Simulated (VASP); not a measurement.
# TiB2 (P6/mmm) in VASP: single point with PBE

Aim: the single point of TiB2 with PBE.

Everything below comes from runs of VASP 6.6.1. Logs are shortened: lines on timing, memory, paths and dates and some standing lists are left out, and cuts for length are marked.

### Step 1. The cell of the first run

The structure is hexagonal, space group P6/mmm (No. 191). Conventional cell: a = 3.033 Å, b = 3.033 Å, c = 3.224 Å, α = 90.00°, β = 90.00°, γ = 120.00°. Within 3.3 Å of Ti (site symmetry 6/mmm) lie 12 B at 2.38 Å and 8 Ti at 3.03 to 3.22 Å. B (site symmetry -6m2) has 3 B at 1.75 Å and 6 Ti at 2.38 Å within 2.4 Å.

### Step 2. Single point, PBE

File INCAR:

```
PREC = Accurate ; ENCUT = 500
EDIFF = 1E-6 ; ISMEAR = -1
SIGMA = 0.15 ; LREAL = F
LASPH = T ; NELM = 120
ALGO = Normal ; ISIF = 2
LWAVE = F ; LCHARG = T
GGA = PE ; LELF = T
LVHAR = T ; NBANDS = 16
GGA_COMPAT = F
```

File KPOINTS:

```
Automatic mesh
0
Gamma
  15 15 12
```

File POSCAR:

```
TiB2
1.0
    3.0326555061      0.0000000029      0.0000000000
   -1.5163277556      2.6263567077      0.0000000000
    0.0000000000      0.0000000000      3.2239777391
Ti B
1 2
Direct
    0.0000000000      0.0000000000      0.0000000000
    0.3333333333      0.6666666667      0.5000000000
    0.6666666667      0.3333333333      0.5000000000
```

Potentials or basis: VASP PAW PBE potentials, release 64 (Ti_sv, B).

On the command line:

```console
$ cat potpaw_PBE.64/Ti_sv/POTCAR potpaw_PBE.64/B/POTCAR > POTCAR
$ mpirun -np 1 vasp_std > vasp.out
```

OUTCAR:

```text
PREC = Accurate
   ENCUT = 500
   EDIFF = 1E-6
   ISMEAR = -1
   LREAL = F
   LASPH = T
   NELM = 120
   ISIF = 2
   GGA = PE

 ion  position               nearest neighbor table
   1  0.000  0.000  0.000-   2 2.38   3 2.38   2 2.38   3 2.38   2 2.38   2 2.38   3 2.38   3 2.38
                             3 2.38   3 2.38   2 2.38   2 2.38
   2  0.333  0.667  0.500-   3 1.75   3 1.75   3 1.75   1 2.38   1 2.38   1 2.38   1 2.38   1 2.38
                             1 2.38
   3  0.667  0.333  0.500-   2 1.75   2 1.75   2 1.75   1 2.38   1 2.38   1 2.38   1 2.38   1 2.38
                             1 2.38

  LATTYP: Found a hexagonal cell.
 ALAT       =     3.0326555061
 C/A-ratio  =     1.0630873611

  Lattice vectors:

 A1 = (   3.0326555061,   0.0000000029,   0.0000000000)
 A2 = (  -1.5163277556,   2.6263567077,   0.0000000000)
 A3 = (   0.0000000000,   0.0000000000,   3.2239777391)

Analysis of symmetry for initial positions (statically):
=====================================================================
 Subroutine PRICEL returns:
 Original cell was already a primitive cell.

 Routine SETGRP: Setting up the symmetry group for a
 hexagonal supercell.

 Subroutine GETGRP returns: Found 24 space group operations
 (whereof 24 operations were pure point group operations)
 out of a pool of 24 trial point group operations.

The static configuration has the point symmetry D_6h.

Analysis of symmetry for dynamics (positions and initial velocities):
=====================================================================
 Subroutine PRICEL returns:
 Original cell was already a primitive cell.

 Routine SETGRP: Setting up the symmetry group for a
 hexagonal supercell.

 Subroutine GETGRP returns: Found 24 space group operations
 (whereof 24 operations were pure point group operations)
 out of a pool of 24 trial point group operations.

The dynamic configuration has the point symmetry D_6h.

 Subroutine INISYM returns: Found 24 space group operations
 (whereof 24 operations are pure point group operations),
 and found     1 'primitive' translations

----------------------------------------------------------------------------------------

                                     Primitive cell

  volume of cell :      25.6785

  direct lattice vectors                    reciprocal lattice vectors
     3.032655506  0.000000003  0.000000000     0.329744014  0.190377796  0.000000000
    -1.516327756  2.626356708  0.000000000    -0.000000000  0.380755591  0.000000000
     0.000000000  0.000000000  3.223977739     0.000000000  0.000000000  0.310175839

  length of vectors
     3.032655506  3.032655506  3.223977739     0.380755591  0.380755591  0.310175839

  position of ions in fractional coordinates (direct lattice)
     0.000000000  0.000000000  0.000000000
     0.333333333  0.666666667  0.500000000
     0.666666667  0.333333333  0.500000000

  ion indices of the primitive-cell ions
   primitive index   ion index
                 1           1
                 2           2
                 3           3

----------------------------------------------------------------------------------------

 KPOINTS: Automatic mesh

Automatic generation of k-mesh.
 Grid dimensions read from file:
 generate k-points for:   15   15   12

 Generating k-lattice:

  Cartesian coordinates                     Fractional coordinates (reciprocal lattice)
     0.021982934  0.012691853  0.000000000     0.066666667  0.000000000  0.000000000
    -0.000000000  0.025383706  0.000000000     0.000000000  0.066666667  0.000000000
     0.000000000  0.000000000  0.025847987     0.000000000  0.000000000  0.083333333

  Length of vectors
     0.025383706  0.025383706  0.025847987

  Shift w.r.t. Gamma in fractional coordinates (k-lattice)
     0.000000000  0.000000000  0.000000000

 Subroutine IBZKPT returns following result:
 ===========================================

 Found    189 irreducible k-points:

 Following reciprocal coordinates:
            Coordinates               Weight
  0.000000  0.000000  0.000000      1.000000
  0.066667 -0.000000  0.000000      6.000000
  0.133333 -0.000000  0.000000      6.000000
  0.200000  0.000000  0.000000      6.000000
  0.266667 -0.000000  0.000000      6.000000
  0.333333  0.000000  0.000000      6.000000
[... 16 lines left out ...]
  0.333333  0.200000  0.000000     12.000000
  0.400000  0.200000  0.000000      6.000000
 [... further k-points ...]
   k-points           NKPTS =    189   k-points in BZ     NKDIM =    189   number of bands    NBANDS=     16
   number of dos      NEDOS =    301   number of ions     NIONS =      3
   total plane-waves  NPLWV =  13824
   dimension x,y,z NGX =    24 NGY =   24 NGZ =   24
   dimension x,y,z NGXF=    48 NGYF=   48 NGZF=   48
   ions per type =               1   2
   NGX,Y,Z   is equivalent  to a cutoff of  13.16, 13.16, 12.38 a.u.
   NGXF,Y,Z  is equivalent  to a cutoff of  26.31, 26.31, 24.75 a.u.
 SYSTEM =  unknown system
   PREC   = accura    normal or accurate (medium, high low for compatibility)
   ISTART =      0    job   : 0-new  1-cont  2-samecut
   ICHARG =      2    charge: 1-file 2-atom 10-const
   ISPIN  =      1    spin polarized calculation?
   LNONCOLLINEAR =      F non collinear calculations
   LSORBIT =      F    spin-orbit coupling
   LASPH  =      T    aspherical Exc in radial PAW
   ENCUT  =  500.0 eV  36.75 Ry    6.06 a.u.   5.53  5.53  5.88*2*pi/ulx,y,z
   NELM   =    120;   NELMIN=  2; NELMDL= -5     # of ELM steps
   EDIFF  = 0.1E-05   stopping-criterion for ELM
   LREAL  =      F    real-space projection
   EDIFFG = 0.1E-04   stopping-criterion for IOM
   NSW    =      0    number of steps for IOM
   IBRION =     -1    ionic relax: 0-MD 1-quasi-New 2-CG
   NFREE  =      0    steps in history (QN), initial steepest desc. (CG)
   ISIF   =      2    stress and relaxation
   ISYM   =      2    0-nonsym 1-usesym 2-fastsym
   POTIM  = 0.5000    time-step for ionic-motion
   TEBEG  =    0.0;   TEEND  =   0.0 temperature during run
   PSTRESS=    0.0 pullay stress
   NELECT =      18.0000    total number of electrons
   NUPDOWN=      -1.0000    fix difference up-down
   EMIN   =  10.00;   EMAX   =-10.00  energy-range for DOS
   EFERMI =   0.00;   METHOD = LEGACY
   ISMEAR =    -1;   SIGMA  =   0.15  broadening in eV -4-tet -1-fermi 0-gaus
   EFERMI_NEDOS =   21; number of points for ismear=-14 and -15
   IALGO  =     38    algorithm
   IMIX   =      4    mixing-type and parameters
     AMIX     =   0.40;   BMIX     =  1.00
     AMIX_MAG =   1.60;   BMIX_MAG =  1.00
  volume/ion in A,a.u.               =       8.56        57.76
  Fermi-wavevector in a.u.,A,eV,Ry     =   1.454262  2.748157 28.774671  2.114879
  Thomas-Fermi vector in A             =   2.571433
   LORBIT       =      0    0 simple, 1 ext, 2 COOP (PROOUT), +10 PAW based schemes
   GGA     = PE    functional components
   LHFCALC =     F    Hartree Fock is set to
   AEXX    =    0.0000 exact exchange contribution
   IVDW    =     0    specifies the selected vdW correction
   LEPSILON=     F    determine dielectric tensor
   LRPA    =     F    only Hartree local field effects (RPA)
 non-spin polarized calculation
  energy-cutoff  :      500.00
  volume of cell :       25.68
 maximum number of plane-waves:       678
 NGX is ok and might be reduce to    24
   NGX = 11   NGY = 11   NGZ = 11

 number of electron      18.0000001 magnetization

 Free energy of the ion-electron system (eV)
  ---------------------------------------------------
  ext. energy  EPLUGINS =         0.00000000
  ---------------------------------------------------
  free energy    TOTEN  =       -24.44333312 eV

  energy without entropy =      -24.41226953  energy(sigma->0) =      -24.42780133

 E-fermi :   9.9827     XC(G=0): -12.7646

 val. band max:        9.9759353074   @ k =   0.2667   0.2000   0.0000
 cond. band min:      10.0123227886   @ k =   0.0667  -0.0000   0.2500
 fundamental gap:      0.0363874812
 Fermi energy:         9.9827194519

 k-point     1 :       0.0000    0.0000    0.0000
  band No.  band energies     occupation
      1     -46.9626      2.00000
      2     -23.3125      2.00000
      3     -23.0022      2.00000
      4     -23.0022      2.00000
      5      -3.5098      2.00000
      6       7.3748      2.00000
[... 8 lines left out ...]
     15      15.7341      0.00000
     16      16.8613      0.00000

 k-point     2 :       0.0667   -0.0000    0.0000
  band No.  band energies     occupation
      1     -46.9603      2.00000
      2     -23.3095      2.00000
      3     -23.0200      2.00000
      4     -23.0062      2.00000
      5      -3.4242      2.00000
      6       7.1252      2.00000
[... 8 lines left out ...]
     15      16.2793      0.00000
     16      17.1313      0.00000

 k-point     3 :       0.1333   -0.0000    0.0000
  band No.  band energies     occupation
      1     -46.9538      2.00000
      2     -23.3012      2.00000
      3     -23.0701      2.00000
      4     -23.0176      2.00000
      5      -3.1707      2.00000
      6       6.4502      2.00000
[... 8 lines left out ...]
     15      17.4581      0.00000
     16      17.9505      0.00000

 k-point     4 :       0.2000    0.0000    0.0000
  band No.  band energies     occupation
      1     -46.9442      2.00000
      2     -23.2890      2.00000
      3     -23.1432      2.00000
      4     -23.0344      2.00000
      5      -2.7581      2.00000
      6       5.5125      2.00000
[... 8 lines left out ...]
     15      17.8216      0.00000
     16      18.9253      0.00000
[... 324 lines left out ...]
 k-point    22 :       0.2667    0.2000    0.0000
  band No.  band energies     occupation
      1     -46.9120      2.00000
      2     -23.3236      2.00000
      3     -23.2481      2.00000
      4     -23.1482      2.00000
      5      -0.6212      2.00000
      6       3.0195      2.00000
[... 8 lines left out ...]
     15      18.5819      0.00000
     16      19.8164      0.00000

 k-point    23 :       0.3333    0.2000    0.0000
  band No.  band energies     occupation
      1     -46.9066      2.00000
      2     -23.3465      2.00000
      3     -23.2413      2.00000
      4     -23.1734      2.00000
      5       0.2153      2.00000
      6       2.0958      2.00000
[... 8 lines left out ...]
     15      18.7058      0.00000
     16      19.8743      0.00000

 k-point    24 :       0.4000    0.2000    0.0000
  band No.  band energies     occupation
      1     -46.9047      2.00000
      2     -23.3542      2.00000
      3     -23.2389      2.00000
      4     -23.1827      2.00000
      5       1.0754      2.00000
      6       1.1946      2.00000
[... 8 lines left out ...]
     15      18.7743      0.00000
     16      19.8888      0.00000

 [... further k-points ...]

------------------------ aborting loop because EDIFF is reached ----------------------------------------

  FORCE on cell =-STRESS in cart. coord.  units (eV):
  Direction    XX          YY          ZZ          XY          YZ          ZX
  --------------------------------------------------------------------------------------
  -------------------------------------------------------------------------------------
  Total        0.0381835      0.0381835      0.0400394     -0.0000000     -0.0000000      0.0000000
  in kB        2.3824134      2.3824134      2.4982094     -0.0000000     -0.0000000      0.0000000
  external PRESSURE =       2.4210121 kB  Pullay stress =       0.0000000 kB

 VOLUME and BASIS-vectors are now :
 -----------------------------------------------------------------------------
  energy-cutoff  :      500.00
  volume of cell :       25.68
      direct lattice vectors                 reciprocal lattice vectors
     3.032655506  0.000000003  0.000000000     0.329744014  0.190377796  0.000000000
    -1.516327756  2.626356708  0.000000000    -0.000000000  0.380755591  0.000000000
     0.000000000  0.000000000  3.223977739     0.000000000  0.000000000  0.310175839

 POSITION                                       TOTAL-FORCE (eV/Angst)
 -----------------------------------------------------------------------------------
      0.00000      0.00000      0.00000        -0.000000      0.000000      0.000000
     -0.00000      1.75090      1.61199         0.000000      0.000000      0.000000
      1.51633      0.87545      1.61199        -0.000000     -0.000000      0.000000
 -----------------------------------------------------------------------------------
    total drift:                               -0.000000      0.000000      0.000000

  FREE ENERGIE OF THE ION-ELECTRON SYSTEM (eV)
  ---------------------------------------------------
  free  energy   TOTEN  =       -24.4433331219 eV

  energy  without entropy=      -24.4122695284  energy(sigma->0) =      -24.42780133
```

Wall time 91 s (1 thread of Intel Xeon 8259CL, shared host); peak memory 0.19 GiB.

Results:

```
Free energy            : -24.4433 eV
Pressure               : 0.2 GPa
Band gap on the k mesh : zero (bands 9 and 10 overlap by 0.60 eV)
```

Levels at points of the mesh, in eV from the Fermi level:
```
           k point  band 7  band 8  band 9  band 10  band 11  band 12
(0.00, 0.00, 0.00)   -2.61   -2.29   -2.10     1.90     1.90     3.67
(0.00, 0.00, 0.50)   -0.56   -0.56   -0.19    -0.19     0.45     0.45
```
